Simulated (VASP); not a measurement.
Input of a VASP 6.6.1 run:

File INCAR:

```
SYSTEM = NaCl
PREC = Accurate ; ENCUT = 520
EDIFF = 1E-6 ; ISMEAR = 0
SIGMA = 0.01 ; LREAL = .FALSE.
LASPH = .TRUE. ; NELM = 100
ALGO = Normal ; ISIF = 2
LWAVE = .FALSE. ; LCHARG = .TRUE.
GGA = PE ; LELF = .TRUE.
LVHAR = .TRUE. ; NBANDS = 14
```

The input KPOINTS:

```
regular mesh
0
G
  6 6 6
  0 0 0
```

Contents of POSCAR:

```
NaCl
1.0
    0.0000000000      3.1264791967      3.1264791967
    3.1264791967      0.0000000000      3.1264791967
    3.1264791967      3.1264791967      0.0000000000
Na Cl
1 1
Direct
    0.0000000000      0.0000000000      0.0000000000
    0.2500000000      0.2500000000      0.2500000000
```

Potentials or basis: VASP PAW PBE potentials, release 64 (Na_pv, Cl).

Command:

```sh
$ cat potpaw_PBE.64/Na_pv/POTCAR potpaw_PBE.64/Cl/POTCAR > POTCAR
$ mpirun -np 1 vasp_std > vasp.out
```

**Question.** Predict the band gap on the k mesh.

**Answer.** 4.85 eV, direct.

**Question.** Predict the pressure.

**Answer.** 0.0 GPa.

PBE gaps usually lie below the measured ones, often by a third to a half.
